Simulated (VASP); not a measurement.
# Sn (P6_3/mmc) in VASP: density of states with PBE

Aim: the density of states of Sn with PBE.

Program: VASP 6.6.1. These are calculated values, not measurements. Logs are shortened: lines on timing, memory, paths and dates and some standing lists are left out, and cuts for length are marked.

## 1. The cell of the first run

Symmetry: P6_3/mmc, No. 194, hexagonal system. The conventional cell has a = 3.349 Å, b = 3.349 Å, c = 5.708 Å, α = 90.00°, β = 90.00°, γ = 120.00°. Sn (site symmetry -6m2) has 12 Sn at 3.35 to 3.45 Å within 4.4 Å.

## 2. Density of states, PBE

Input file POSCAR:

```
Sn
1.0
    3.3494687250      0.0000000000      0.0000000000
   -1.6747343625      2.9007250050      0.0000000000
    0.0000000000      0.0000000000      5.7082370884
Sn
2
Direct
    0.3333333333      0.6666666667      0.7500000000
    0.6666666667      0.3333333333      0.2500000000
```

Input file INCAR.step1:

```
SYSTEM = Sn
  PREC = Accurate
  ENCUT = 520
  EDIFF = 1E-6
  ISMEAR = 0
  SIGMA = 0.05
  LREAL = .False.
  LASPH = .True.
  NELM = 100
  ALGO = Fast
  ISIF = 2
  LWAVE = .False.
  LCHARG = .True.
  GGA = PE
  NBANDS = 21
```

Input file KPOINTS.step1:

```
Automatic mesh
0
Gamma
  14 14 8
  0 0 0
```

Input file INCAR.step2:

```
SYSTEM = Sn
  PREC = Accurate
  ENCUT = 520
  EDIFF = 1E-6
  ISMEAR = -5
  SIGMA = 0.05
  LREAL = .False.
  LASPH = .True.
  NELM = 100
  ALGO = Fast
  ISIF = 2
  LWAVE = .False.
  LCHARG = .False.
  GGA = PE
  LORBIT = 11
  NBANDS = 21
  NEDOS = 1001
  ICHARG = 11
```

Input file KPOINTS.step2:

```
Automatic mesh
0
Gamma
  21 21 12
  0 0 0
```

Potentials or basis: VASP PAW PBE potentials, release 64 (Sn_d).

The run is started by

```sh
$ cat potpaw_PBE.64/Sn_d/POTCAR > POTCAR
$ cp INCAR.step1 INCAR
$ cp KPOINTS.step1 KPOINTS
$ mpirun -np 1 vasp_std > vasp.out
$ cp INCAR.step2 INCAR
$ cp KPOINTS.step2 KPOINTS
$ mpirun -np 1 vasp_std > vasp.out
```

OUTCAR:

```text
SYSTEM = Sn
   PREC = Accurate
   ENCUT = 520
   EDIFF = 1E-6
   ISMEAR = -5
   LREAL = .False.
   LASPH = .True.
   NELM = 100
   ISIF = 2
   GGA = PE
   LORBIT = 11
   ICHARG = 11

 ion  position               nearest neighbor table
   1  0.333  0.667  0.750-   2 3.45   2 3.45   2 3.45   2 3.45   2 3.45   2 3.45
   2  0.667  0.333  0.250-   1 3.45   1 3.45   1 3.45   1 3.45   1 3.45   1 3.45

  LATTYP: Found a hexagonal cell.
 ALAT       =     3.3494687250
 C/A-ratio  =     1.7042216414

  Lattice vectors:

 A1 = (   3.3494687250,   0.0000000000,   0.0000000000)
 A2 = (  -1.6747343625,   2.9007250050,   0.0000000000)
 A3 = (   0.0000000000,   0.0000000000,   5.7082370884)

Analysis of symmetry for initial positions (statically):
=====================================================================
 Subroutine PRICEL returns:
 Original cell was already a primitive cell.

 Routine SETGRP: Setting up the symmetry group for a
 hexagonal supercell.

 Subroutine GETGRP returns: Found 24 space group operations
 (whereof 12 operations were pure point group operations)
 out of a pool of 24 trial point group operations.

The static configuration has the point symmetry D_3d.
 The point group associated with its full space group is D_6h.

Analysis of symmetry for dynamics (positions and initial velocities):
=====================================================================
 Subroutine PRICEL returns:
 Original cell was already a primitive cell.

 Routine SETGRP: Setting up the symmetry group for a
 hexagonal supercell.

 Subroutine GETGRP returns: Found 24 space group operations
 (whereof 12 operations were pure point group operations)
 out of a pool of 24 trial point group operations.

The dynamic configuration has the point symmetry D_3d.
 The point group associated with its full space group is D_6h.

 Subroutine INISYM returns: Found 24 space group operations
 (whereof 12 operations are pure point group operations),
 and found     1 'primitive' translations

----------------------------------------------------------------------------------------

                                     Primitive cell

  volume of cell :      55.4606

  direct lattice vectors                    reciprocal lattice vectors
     3.349468725  0.000000000  0.000000000     0.298554810  0.172370700  0.000000000
    -1.674734362  2.900725005  0.000000000     0.000000000  0.344741400  0.000000000
     0.000000000  0.000000000  5.708237088     0.000000000  0.000000000  0.175185435

  length of vectors
     3.349468725  3.349468725  5.708237088     0.344741400  0.344741400  0.175185435

  position of ions in fractional coordinates (direct lattice)
     0.333333333  0.666666667  0.750000000
     0.666666667  0.333333333  0.250000000

  ion indices of the primitive-cell ions
   primitive index   ion index
                 1           1
                 2           2

----------------------------------------------------------------------------------------

 KPOINTS: Automatic mesh

Automatic generation of k-mesh.
 Grid dimensions read from file:
 generate k-points for:   21   21   12

 Generating k-lattice:

  Cartesian coordinates                     Fractional coordinates (reciprocal lattice)
     0.014216896  0.008208129  0.000000000     0.047619048  0.000000000  0.000000000
     0.000000000  0.016416257  0.000000000     0.000000000  0.047619048  0.000000000
     0.000000000  0.000000000  0.014598786     0.000000000  0.000000000  0.083333333

  Length of vectors
     0.016416257  0.016416257  0.014598786

  Shift w.r.t. Gamma in fractional coordinates (k-lattice)
     0.000000000  0.000000000  0.000000000

 TETIRR: Found   5376 inequivalent tetrahedra from    31752

 Subroutine IBZKPT returns following result:
 ===========================================

 Found    336 irreducible k-points:

 Following reciprocal coordinates:
            Coordinates               Weight
  0.000000  0.000000  0.000000      1.000000
  0.047619 -0.000000  0.000000      6.000000
  0.095238 -0.000000  0.000000      6.000000
  0.142857 -0.000000  0.000000      6.000000
  0.190476 -0.000000  0.000000      6.000000
  0.238095 -0.000000  0.000000      6.000000
[... 16 lines left out ...]
  0.142857  0.095238  0.000000     12.000000
  0.190476  0.095238  0.000000     12.000000
 [... further k-points ...]
   k-points           NKPTS =    336   k-points in BZ     NKDIM =    336   number of bands    NBANDS=     21
   number of dos      NEDOS =   1001   number of ions     NIONS =      2
   total plane-waves  NPLWV =  32928
   dimension x,y,z NGX =    28 NGY =   28 NGZ =   42
   dimension x,y,z NGXF=    56 NGYF=   56 NGZF=   84
   ions per type =               2
   NGX,Y,Z   is equivalent  to a cutoff of  13.90, 13.90, 12.23 a.u.
   NGXF,Y,Z  is equivalent  to a cutoff of  27.79, 27.79, 24.46 a.u.
 SYSTEM =  Sn
   PREC   = accura    normal or accurate (medium, high low for compatibility)
   ISTART =      0    job   : 0-new  1-cont  2-samecut
   ICHARG =     11    charge: 1-file 2-atom 10-const
   ISPIN  =      1    spin polarized calculation?
   LNONCOLLINEAR =      F non collinear calculations
   LSORBIT =      F    spin-orbit coupling
   LASPH  =      T    aspherical Exc in radial PAW
   ENCUT  =  520.0 eV  38.22 Ry    6.18 a.u.   6.23  6.23 10.61*2*pi/ulx,y,z
   NELM   =    100;   NELMIN=  2; NELMDL=  0     # of ELM steps
   EDIFF  = 0.1E-05   stopping-criterion for ELM
   LREAL  =      F    real-space projection
   EDIFFG = 0.1E-04   stopping-criterion for IOM
   NSW    =      0    number of steps for IOM
   IBRION =     -1    ionic relax: 0-MD 1-quasi-New 2-CG
   NFREE  =      0    steps in history (QN), initial steepest desc. (CG)
   ISIF   =      2    stress and relaxation
   ISYM   =      2    0-nonsym 1-usesym 2-fastsym
   POTIM  = 0.5000    time-step for ionic-motion
   TEBEG  =    0.0;   TEEND  =   0.0 temperature during run
   PSTRESS=    0.0 pullay stress
   NELECT =      28.0000    total number of electrons
   NUPDOWN=      -1.0000    fix difference up-down
   EMIN   =  10.00;   EMAX   =-10.00  energy-range for DOS
   EFERMI =   0.00;   METHOD = LEGACY
   ISMEAR =    -5;   SIGMA  =   0.05  broadening in eV -4-tet -1-fermi 0-gaus
   EFERMI_NEDOS =   21; number of points for ismear=-14 and -15
   IALGO  =     68    algorithm
   IMIX   =      4    mixing-type and parameters
     AMIX     =   0.40;   BMIX     =  1.00
     AMIX_MAG =   1.60;   BMIX_MAG =  1.00
  volume/ion in A,a.u.               =      27.73       187.13
  Fermi-wavevector in a.u.,A,eV,Ry     =   1.303565  2.463381 23.120130  1.699282
  Thomas-Fermi vector in A             =   2.434559
   LORBIT       =     11    0 simple, 1 ext, 2 COOP (PROOUT), +10 PAW based schemes
   GGA     = PE    functional components
   LHFCALC =     F    Hartree Fock is set to
   AEXX    =    0.0000 exact exchange contribution
   IVDW    =     0    specifies the selected vdW correction
   LEPSILON=     F    determine dielectric tensor
   LRPA    =     F    only Hartree local field effects (RPA)
 non-spin polarized calculation
 RMM-DIIS sequential band-by-band and
 Fermi weights with tetrahedron method with Bloechl corrections
  energy-cutoff  :      520.00
  volume of cell :       55.46
 maximum number of plane-waves:      1509
 NGX is ok and might be reduce to    28

 number of electron      28.0000001 magnetization

 Free energy of the ion-electron system (eV)
  ---------------------------------------------------
  ext. energy  EPLUGINS =         0.00000000
  ---------------------------------------------------
  free energy    TOTEN  =        -7.57221336 eV

  energy without entropy =       -7.57221336  energy(sigma->0) =       -7.57221336

 E-fermi :   7.8706     XC(G=0): -10.2715

 val. band max:        7.9264982792   @ k =   0.2857   0.2857   0.0833
 cond. band min:       7.7133022777   @ k =   0.3333   0.0476   0.2500
 fundamental gap:     -0.2131960015
 Fermi energy:         7.8705761335

 k-point     1 :       0.0000    0.0000    0.0000
  band No.  band energies     occupation
      1     -13.6833      2.00000
      2     -13.6710      2.00000
      3     -13.6687      2.00000
      4     -13.6687      2.00000
      5     -13.6603      2.00000
      6     -13.6603      2.00000
[... 13 lines left out ...]
     20      17.8485      0.00000
     21      19.0657      0.00000

 k-point     2 :       0.0476   -0.0000    0.0000
  band No.  band energies     occupation
      1     -13.6830      2.00000
      2     -13.6717      2.00000
      3     -13.6670      2.00000
      4     -13.6654      2.00000
      5     -13.6586      2.00000
      6     -13.6571      2.00000
[... 13 lines left out ...]
     20      17.9826      0.00000
     21      18.9558      0.00000

 k-point     3 :       0.0952   -0.0000    0.0000
  band No.  band energies     occupation
      1     -13.6854      2.00000
      2     -13.6705      2.00000
      3     -13.6644      2.00000
      4     -13.6559      2.00000
      5     -13.6513      2.00000
      6     -13.6478      2.00000
[... 13 lines left out ...]
     20      18.5331      0.00000
     21      19.0004      0.00000

 k-point     4 :       0.1429   -0.0000    0.0000
  band No.  band energies     occupation
      1     -13.6927      2.00000
      2     -13.6659      2.00000
      3     -13.6620      2.00000
      4     -13.6409      2.00000
      5     -13.6373      2.00000
      6     -13.6331      2.00000
[... 13 lines left out ...]
     20      18.0253      0.00000
     21      18.9884      0.00000

 k-point     5 :       0.1905   -0.0000    0.0000
  band No.  band energies     occupation
      1     -13.7023      2.00000
      2     -13.6682      2.00000
      3     -13.6508      2.00000
      4     -13.6303      2.00000
      5     -13.6219      2.00000
      6     -13.6216      2.00000
[... 13 lines left out ...]
     20      17.3675      0.00000
     21      18.9508      0.00000

 k-point     6 :       0.2381   -0.0000    0.0000
  band No.  band energies     occupation
      1     -13.7129      2.00000
      2     -13.6721      2.00000
      3     -13.6412      2.00000
      4     -13.6371      2.00000
      5     -13.6274      2.00000
      6     -13.6004      2.00000
[... 13 lines left out ...]
     20      17.0676      0.00000
     21      18.7544      0.00000

 k-point     7 :       0.2857   -0.0000    0.0000
  band No.  band energies     occupation
      1     -13.7234      2.00000
      2     -13.6768      2.00000
      3     -13.6528      2.00000
      4     -13.6331      2.00000
      5     -13.6228      2.00000
      6     -13.5839      2.00000
[... 13 lines left out ...]
     20      16.9592      0.00000
     21      18.5746      0.00000
[... 291 lines left out ...]
      1     -13.7447      2.00000
      2     -13.6862      2.00000
      3     -13.6837      2.00000
      4     -13.6461      2.00000
      5     -13.6081      2.00000
      6     -13.5876      2.00000
[... 13 lines left out ...]
     20      16.1535      0.00000
     21      18.5467      0.00000

 k-point    21 :       0.4762    0.0476    0.0000
  band No.  band energies     occupation
      1     -13.7462      2.00000
      2     -13.6870      2.00000
      3     -13.6857      2.00000
      4     -13.6467      2.00000
      5     -13.6095      2.00000
      6     -13.5852      2.00000
[... 13 lines left out ...]
     20      16.1206      0.00000
     21      18.5247      0.00000

 k-point    22 :       0.0952    0.0952    0.0000
  band No.  band energies     occupation
      1     -13.6851      2.00000
      2     -13.6772      2.00000
      3     -13.6532      2.00000
      4     -13.6486      2.00000
      5     -13.6232      2.00000
      6     -13.6227      2.00000
[... 13 lines left out ...]
     20      17.8624      0.00000
     21      18.0958      0.00000

 k-point    23 :       0.1429    0.0952    0.0000
  band No.  band energies     occupation
      1     -13.6913      2.00000
      2     -13.6738      2.00000
      3     -13.6496      2.00000
      4     -13.6366      2.00000
      5     -13.6309      2.00000
      6     -13.6274      2.00000
[... 13 lines left out ...]
     20      17.2622      0.00000
     21      17.9357      0.00000

 k-point    24 :       0.1905    0.0952    0.0000
  band No.  band energies     occupation
      1     -13.7009      2.00000
      2     -13.6692      2.00000
      3     -13.6440      2.00000
      4     -13.6420      2.00000
      5     -13.6326      2.00000
      6     -13.6188      2.00000
[... 13 lines left out ...]
     20      16.5687      0.00000
     21      17.9909      0.00000

 [... further k-points ...]

------------------------ aborting loop because EDIFF is reached ----------------------------------------

  FORCE on cell =-STRESS in cart. coord.  units (eV):
  Direction    XX          YY          ZZ          XY          YZ          ZX
  --------------------------------------------------------------------------------------
  -------------------------------------------------------------------------------------
  Total        0.1858465      0.1858465     -0.0302523      0.0000000     -0.0000000     -0.0000000
  in kB        5.3688404      5.3688404     -0.8739449      0.0000000     -0.0000000     -0.0000000
  external PRESSURE =       3.2879120 kB  Pullay stress =       0.0000000 kB

 VOLUME and BASIS-vectors are now :
 -----------------------------------------------------------------------------
  energy-cutoff  :      520.00
  volume of cell :       55.46
      direct lattice vectors                 reciprocal lattice vectors
     3.349468725  0.000000000  0.000000000     0.298554810  0.172370700  0.000000000
    -1.674734362  2.900725005  0.000000000     0.000000000  0.344741400  0.000000000
     0.000000000  0.000000000  5.708237088     0.000000000  0.000000000  0.175185435

 POSITION                                       TOTAL-FORCE (eV/Angst)
 -----------------------------------------------------------------------------------
     -0.00000      1.93382      4.28118         0.000000     -0.000000      0.000000
      1.67473      0.96691      1.42706        -0.000000      0.000000      0.000000
 -----------------------------------------------------------------------------------
    total drift:                               -0.000000      0.000000      0.000000

  FREE ENERGIE OF THE ION-ELECTRON SYSTEM (eV)
  ---------------------------------------------------
  free  energy   TOTEN  =        -7.5722133613 eV

  energy  without entropy=       -7.5722133613  energy(sigma->0) =       -7.57221336

 total charge

# of ion       s       p       d       tot
------------------------------------------
    1        1.299   0.868   9.970  12.137
    2        1.299   0.868   9.970  12.137
--------------------------------------------------
tot          2.599   1.735  19.940  24.274
```

It used 940 s of CPU time on 1 thread of AMD EPYC 7R13 Processor (Zen 3), on a shared host.

Results:

```
Valence electrons inside the program's atomic spheres : Sn 12.14
```

Levels at points of the mesh, in eV from the Fermi level:
```csv
k point,band 12,band 13,band 14,band 15,band 16,band 17
"(0.00, 0.00, 0.00)",-7.16,-4.59,6.14,6.14,6.88,7.72
"(0.00, 0.00, 0.50)",-9.79,0.43,0.43,6.94,6.94,6.94
```

Caveat: spin-orbit coupling is left out, which moves the levels of the heavy elements; tetrahedron occupations give inexact forces and stress in metals.
